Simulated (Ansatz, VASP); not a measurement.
# Two plane-wave programs on Se

```xyz
2
Lattice="0.0000 2.9413 3.5295 2.9413 0.0000 3.5295 2.9413 2.9413 0.0000" Properties=species:S:1:pos:R:3 pbc="T T T"
Se    2.9413    2.9413    3.5295
Se    4.4119    4.4119    5.2943
```

Alike in both runs: task single point; functional LDA; k mesh 14 × 14 × 14; occupations gaussian, width 0.15 eV; no spin polarisation.

```csv
,VASP,Ansatz
version,VASP 6.6.1,Ansatz 0.2.0
potentials or method,"VASP PAW LDA potentials, release 64 (Se), cutoff 520 eV","scalar-relativistic, plane waves, PAW"
valence electrons in the cell,12,32
```

|  | VASP | Ansatz | Ansatz less VASP |
| --- | --- | --- | --- |
| gap on the k mesh at the Fermi level (eV) | none | none | - |
| pressure (GPa) | -2.8 | -2.9 | -0.07 |
| traceless stress, the component that is largest in VASP (GPa) | 1.64 | 1.60 | -0.038 |

LDA's correlation is that of Perdew and Zunger in VASP and of Perdew and Wang (1992) in Ansatz. A gap of «none» marks a metal or a gap that the smearing closes. VASP's potentials hold 12 valence electrons a cell and Ansatz's 32, so a difference there can come from the potentials and not from the codes.
